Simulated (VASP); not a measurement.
## NbAs: single point with LDA+U

NbAs:

```
CELL_PARAMETERS angstrom
-1.72585 1.72585 5.84000
1.72585 -1.72585 5.84000
1.72585 1.72585 -5.84000
ATOMIC_POSITIONS crystal
Nb 0.50000 0.00000 0.50000
Nb 0.75000 0.75000 0.00000
As 0.91600 0.41600 0.50000
As 0.16600 0.16600 0.00000
```

```
Program             : VASP 6.6.1
Task                : single point
Functional          : LDA
Potentials or basis : VASP PAW LDA potentials, release 64 (Nb_sv, As)
Cutoff              : 520 eV
k mesh              : 11 × 11 × 11
Occupations         : fermi-dirac, width 0.05 eV
Spin                : no spin polarisation
Hubbard terms       : Nb d U = 4.0 eV
```

```
Pressure               : -0.2 GPa
Largest force          : 0.289 eV/Å
Band gap on the k mesh : zero (bands 18 and 19 overlap by 0.03 eV)
```

Forces on the atoms (eV/Å):
```
Nb   0.000  0.000 -0.289
Nb   0.000  0.000 -0.289
As   0.000  0.000  0.289
As   0.000  0.000  0.289
```

Stress tensor (GPa, compression positive):
```
-0.53  0.00  0.00
 0.00 -0.53  0.00
 0.00  0.00  0.61
```

Levels at points of the mesh, in eV from the Fermi level:
```csv
k point,band 14,band 15,band 16,band 17,band 18,band 19,band 20,band 21,band 22,band 23
"(0.00, 0.00, 0.00)",-2.38,-2.10,-1.73,-1.53,-1.53,0.79,1.39,2.34,2.93,2.93
```

Eigenvalues of the final occupation matrices:
```tsv
site	spin	trace	eigenvalues
site 1 d	1	1.09	0.20 0.22 0.22 0.23 0.23
site 1 d	2	1.09	0.20 0.22 0.22 0.23 0.23
site 2 d	1	1.09	0.20 0.22 0.22 0.23 0.23
site 2 d	2	1.09	0.20 0.22 0.22 0.23 0.23
```

It took 2.8 min on 1 thread of Intel(R) Xeon(R) 6975P-C (Granite Rapids) (shared host), peak memory 0.39 GiB.

Caveat: U without spin polarisation on a metal has little footing; the U is typed as a test and isn't derived for this compound.
